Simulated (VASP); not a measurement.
Here is a VASP 6.6.1 calculation.

The input INCAR:

```
PREC = Accurate ; ENCUT = 500
EDIFF = 1E-6 ; ISMEAR = -1
SIGMA = 0.05 ; LREAL = F
LASPH = T ; NELM = 200
ALGO = Normal ; ISIF = 2
LWAVE = F ; LCHARG = F
ISPIN = 2 ; MAGMOM = 0.417 0.417 -0.361 -0.361
LORBIT = 11 ; LMAXMIX = 4
GGA = PE ; NBANDS = 38
GGA_COMPAT = F
```

File KPOINTS:

```
Automatic mesh
0
Gamma
  16 16 5
```

Contents of POSCAR:

```
Mn
1.0
    2.5503680309      0.0000000000      0.0000000000
   -1.2751840154      2.2086835038      0.0000000000
    0.0000000000      0.0000000000      8.2396745998
Mn
4
Direct
    1.0000000000      0.0000000000      0.0000000000
    1.0000000000      0.0000000000      0.5000000000
    0.3333333333      0.6666666667      0.2500000000
    0.6666666667      0.3333333333      0.7500000000
```

Potentials or basis: VASP PAW PBE potentials, release 64 (Mn_pv).

Launch:

```bash
$ cat potpaw_PBE.64/Mn_pv/POTCAR > POTCAR
$ mpirun -np 1 vasp_std > vasp.out
```

(1) What does it give for the net moment?

(2) Predict the pressure.

## Answers

(1) 0.00 μB per cell.

(2) -19.2 GPa.

Caveat: the cell stands under tension.
